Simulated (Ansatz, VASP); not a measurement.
# Si in VASP and in Ansatz

```
Si
1.0
     0.11582    2.64735    4.58859
     2.43201    0.10640    4.58859
     2.54783    2.75375    0.00000
Si
4
Cartesian
  2.6010 3.9700 4.5886
  2.4946 1.5375 4.5886
  2.5478 2.7538 7.1070
  2.5478 2.7538 2.0701
```

Change from the starting cell: strain +0.0875 x Voigt [0, 0, 0, 0, 0, 1], atoms carried along.

Alike in both runs: task single point; functional LDA; k mesh 14 × 14 × 14; occupations gaussian, width 0.15 eV; no spin polarisation.

```csv
,VASP,Ansatz
version,VASP 6.6.1,Ansatz 0.2.0
potentials or method,"VASP PAW LDA potentials, release 64 (Si), cutoff 520 eV","scalar-relativistic, plane waves, PAW"
valence electrons in the cell,16,16
```

Ansatz gave:

- gap on the k mesh at the Fermi level (eV): none
- pressure (GPa): 0.0
- traceless stress, the component that is largest in VASP (GPa): -6.71
- rms of the force components (eV/Å): 0.011

Which values does VASP return?

gap on the k mesh at the Fermi level (eV): none; pressure (GPa): 0.1; traceless stress, the component that is largest in VASP (GPa): -6.72; rms of the force components (eV/Å): 0.012.

LDA's correlation is that of Perdew and Zunger in VASP and of Perdew and Wang (1992) in Ansatz. Atom by atom the forces differ by 0.001 eV/Å (rms over components). A gap of «none» marks a metal or a gap that the smearing closes.
